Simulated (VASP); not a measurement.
Wanted: the native input for a VASP 6.6.1 run.

```yaml
Task: single point
Functional: LDA
Potentials_or_basis: VASP PAW LDA potentials, release 64 (Rb_sv)
Cutoff: 520 eV
k_mesh: 7 × 7 × 7
Occupations: fermi-dirac, width 0.05 eV
Spin: no spin polarisation
Dipole_correction: no
Further_INCAR_settings: ALGO = Normal; EDIFF = 1e-06; NBANDS = 10
```

The structure of Rb lies in POSCAR:

```
Rb
1.0
   -2.8574649348      2.8574649348      2.8574649348
    2.8574649348     -2.8574649348      2.8574649348
    2.8574649348      2.8574649348     -2.8574649348
Rb
1
Direct
    0.0000000000      0.0000000000      0.0000000000
```

This cell differs from its parent crystal: volume scaled by 1.06.

The input as run:

INCAR

```
SYSTEM = Rb
PREC = Accurate ; ENCUT = 520
EDIFF = 1E-6 ; ISMEAR = -1
SIGMA = 0.05 ; LREAL = .FALSE.
LASPH = .TRUE. ; NELM = 60
ALGO = Normal ; ISIF = 2
LWAVE = .FALSE. ; LCHARG = .TRUE.
LELF = .TRUE. ; LVHAR = .TRUE.
NBANDS = 10
```

KPOINTS

```
Automatic mesh
0
G
  7 7 7
  0 0 0
```

Potentials or basis: VASP PAW LDA potentials, release 64 (Rb_sv).

Run with:

```sh
$ cat potpaw_LDA.64/Rb_sv/POTCAR > POTCAR
$ mpirun -np 1 vasp_std > vasp.out
```

It gave:

```json
{"Pressure": "-0.5 GPa"}
```

It took 16 s on 1 thread of AMD EPYC 7R13 Processor (Zen 3) (shared host), peak memory 0.15 GiB.
